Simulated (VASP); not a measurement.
A run of VASP 6.6.1:

File INCAR:

```
SYSTEM = SnO2
PREC = Accurate
ENCUT = 520
EDIFF = 1E-7
ISMEAR = 0
SIGMA = 0.05
LREAL = .False.
LASPH = .True.
NELM = 60
ALGO = Normal
ISIF = 2
LWAVE = .False.
LCHARG = .True.
GGA = PS
LELF = .True.
LVHAR = .True.
NBANDS = 64
```

File KPOINTS:

```
Automatic mesh
0
Gamma
  6 6 6
  0 0 0
```

POSCAR

```
SnO2
1.0
    3.2107394794      1.8537213027      4.4147849167
   -3.2107394794      1.8537213027      4.4147849167
    0.0000000000     -3.7074426054      4.4147849168
Sn O
4 8
Direct
    0.8646807174      0.8646807174      0.8646807174
    0.3648245829      0.3648245829      0.8648190111
    0.3648245829      0.8648190111      0.3648245829
    0.8648190111      0.3648245829      0.3648245829
    0.1235003534      0.6233501671      0.6233501671
    0.6233501671      0.1235003534      0.6233501671
    0.6233501671      0.6233501671      0.1235003534
    0.6062113146      0.6062113146      0.6062113146
    0.1234715296      0.1234715296      0.1234715296
    0.1060883083      0.1060883083      0.6062369573
    0.1060883083      0.6062369573      0.1060883083
    0.6062369573      0.1060883083      0.1060883083
```

Potentials or basis: VASP PAW PBE potentials, release 64 (Sn_d, O).

Run with:

```console
$ cat potpaw_PBE.64/Sn_d/POTCAR potpaw_PBE.64/O/POTCAR > POTCAR
$ mpirun -np 1 vasp_std > vasp.out
```

Hardware: 1 thread of Intel(R) Xeon(R) 6975P-C (Granite Rapids), on a shared host.

Task: How long does it take, and how much memory?

Result: Wall time 4 min on 1 thread of Intel(R) Xeon(R) 6975P-C (Granite Rapids), with other jobs on the host, peak memory 0.45 GiB. Counts: scf iterations 16, k points 32.
